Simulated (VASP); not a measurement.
Crystal: Ga3Sb2P.

```
P Sb Ga
1.0
     4.04579    0.00000    0.00000
    -2.02290    3.50376    0.00000
     0.00000    0.00000    9.91013
P Sb Ga
1 2 3
Direct
  0.00000 0.00000 0.00000
  0.33333 0.66667 0.33333
  0.66667 0.33333 0.66667
  0.33333 0.66667 0.08333
  0.66667 0.33333 0.41667
  0.00000 0.00000 0.75000
```

| Item | Value |
| --- | --- |
| Program | VASP 6.6.1 |
| Task | relaxation of cell and atoms |
| Functional | PBE |
| Potentials or basis | VASP PAW PBE potentials, release 64 (P, Sb, Ga_d) |
| Cutoff | 600 eV |
| k mesh | 6 × 6 × 2 |
| Occupations | fermi-dirac, width 0.02 eV |
| Spin | no spin polarisation |

At the start: pressure 11.1 GPa; volume 23.41 Å³/atom.

Problem. Where does the relaxation end?

Solution. Over 22 steps the energy falls by 165.8 meV/atom and the volume is 26.91 Å³/atom (+14.9 %); space group P3m1 (No. 156, to 0.1 Å) before and after.

The path:
```tsv
step	energy change (eV)	largest force (eV/Å)	pressure (GPa)	volume (Å³)
1	0.0000	1.9624	11.06	140.48
2	-0.7346	0.5836	-3.42	175.98
3	-0.8463	0.8903	-0.68	164.75
4	-0.9159	0.5653	-0.39	163.40
5	-0.9672	0.5119	0.44	160.41
6	-0.9703	0.3483	0.31	161.05
7	-0.9907	0.2316	-0.10	161.99
8	-0.9909	0.2224	-0.19	162.08
9	-0.9944	0.0193	0.01	161.39
10	-0.9945	0.0196	-0.01	161.42
11	-0.9945	0.0229	0.04	161.40
12	-0.9945	0.0101	-0.05	161.58
13	-0.9945	0.0117	0.00	161.50
14	-0.9945	0.0082	-0.03	161.52
15	-0.9945	0.0113	0.00	161.51
16	-0.9945	0.0080	-0.02	161.52
17	-0.9945	0.0109	-0.02	161.52
18	-0.9945	0.0079	0.02	161.47
19	-0.9945	0.0067	0.01	161.47
20	-0.9945	0.0078	-0.01	161.47
21	-0.9945	0.0052	0.03	161.43
22	-0.9945	0.0041	0.00	161.45
```

Final structure:
```
P Sb Ga
1.0
     4.23985    0.00000    0.00000
    -2.11992    3.67182    0.00000
     0.00000    0.00000   10.37034
P Sb Ga
1 2 3
Direct
  0.00000 0.00000 0.99952
  0.33333 0.66667 0.32397
  0.66667 0.33333 0.67510
  0.33333 0.66667 0.06385
  0.66667 0.33333 0.41769
  0.00000 0.00000 0.76987
```
